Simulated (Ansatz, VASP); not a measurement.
## BeS: VASP beside Ansatz

```
CELL_PARAMETERS angstrom
0.00000 2.45865 2.45865
2.45865 0.00000 2.45865
2.45865 2.45865 0.00000
ATOMIC_POSITIONS crystal
Be 0.00000 0.00000 0.00000
S 0.25000 0.25000 0.25000
```

Change from the starting cell: hydrostatic strain +1.0%.

Alike in both runs: task single point; functional PBE; k mesh 10 × 10 × 10; occupations fermi-dirac, width 0.02 eV; no spin polarisation.

```csv
,VASP,Ansatz
version,VASP 6.6.1,Ansatz 0.2.0
potentials or method,"VASP PAW PBE potentials, release 64 (Be, S)","plane waves, PAW"
plane-wave cutoff (eV),520,420
valence electrons in the cell,8,8
```

```tsv
	VASP	Ansatz	Ansatz less VASP
gap on the k mesh at the Fermi level (eV)	3.20	3.20	-0.001
pressure (GPa)	-2.2	-2.2	-0.01
```

With one functional, cell and mesh, what is left measures potentials, basis and numerics.
